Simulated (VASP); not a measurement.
**SrMg: single point with LDA**

Crystal: SrMg.

```xyz
2
Lattice="3.9585 0.0000 0.0000 0.0000 3.9585 0.0000 0.0000 0.0000 3.8415" Properties=species:S:1:pos:R:3 pbc="T T T"
Sr    1.9792    1.9792    1.9207
Mg    0.0000    0.0000    0.0000
```

This cell differs from its parent crystal: strain +0.015 along x and y, -0.015 along z.

```json
{"Program": "VASP 6.6.1", "Task": "single point", "Functional": "LDA", "Potentials or basis": "VASP PAW LDA potentials, release 64 (Sr_sv, Mg)", "Cutoff": "520 eV", "k mesh": "12 × 12 × 12", "Occupations": "gaussian, width 0.15 eV", "Spin": "no spin polarisation", "Dipole correction": "no", "Further INCAR settings": "ALGO = Fast; EDIFF = 1e-06; NBANDS = 13"}
```

The pressure is 2.8 GPa and the band gap on the k mesh is zero (bands 6 and 7 overlap by 1.41 eV).

Stress tensor (GPa, compression positive):
```
2.66 0.00 0.00
0.00 2.66 0.00
0.00 0.00 3.00
```

Levels at points of the mesh, in eV from the Fermi level:
```
           k point  band 2  band 3  band 4  band 5  band 6  band 7  band 8  band 9  band 10  band 11
(0.00, 0.00, 0.00)  -17.48  -17.48  -17.45   -5.22    0.59    0.67    4.23    4.23     4.75     4.88
(0.50, 0.00, 0.00)  -17.75  -17.45  -17.43   -2.68   -2.47    1.59    2.21    2.60     5.37     5.50
(0.50, 0.50, 0.00)  -17.70  -17.70  -17.40   -2.47    0.15    0.15    0.29    3.44     3.44     6.51
(0.00, 0.00, 0.50)  -17.79  -17.44  -17.44   -2.50   -2.38    1.69    2.22    2.22     5.32     5.37
(0.50, 0.00, 0.50)  -17.75  -17.69  -17.42   -2.36    0.20    0.30    0.40    3.08     3.20     6.52
(0.50, 0.50, 0.50)  -17.71  -17.66  -17.66   -0.81   -0.81   -0.77    1.09    3.82     3.82     3.93
```

Wall time 60 s on 1 thread of Intel(R) Xeon(R) 6975P-C (Granite Rapids), with other jobs on the host, peak memory 0.28 GiB.

Caveat: the cell differs from its parent crystal (strain +0.015 along x and y, -0.015 along z).
